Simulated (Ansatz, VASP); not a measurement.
**Ga2Ge2O3 in VASP and in Ansatz**

```
Ga Ge O
1.0
     3.05326    0.00000    0.00000
    -1.52663    2.64420    0.00000
     0.00000    0.00000   13.14115
Ga Ge O
2 2 3
Cartesian
  0.0000 1.7628 1.4088
  1.5266 0.8814 11.7323
  1.5266 0.8814 5.6037
  0.0000 1.7628 7.5374
  1.5266 0.8814 2.1489
  0.0000 1.7628 10.9923
  0.0000 0.0000 0.0000
```

Alike in both runs: functional PBE; k mesh 4 × 4 × 1; occupations gaussian, width 0.15 eV; no spin polarisation.

Ansatz relaxed the structure, and its values are those at the end. VASP's run is a single point on that final structure, the one shown.

```csv
,VASP,Ansatz
version,VASP 6.6.1,Ansatz 0.2.0
potentials or method,"VASP PAW PBE potentials, release 64 (Ga_d, Ge_d, O), cutoff 520 eV","scalar-relativistic, plane waves, PAW"
valence electrons in the cell,72,72
```

|  | VASP | Ansatz | Ansatz less VASP |
| --- | --- | --- | --- |
| pressure (GPa) | 0.6 | 0.2 | -0.40 |
| rms of the force components (eV/Å) | 0.016 | 0.017 | +0.0018 |

The k mesh is coarse, so the values compare programs but aren't converged.
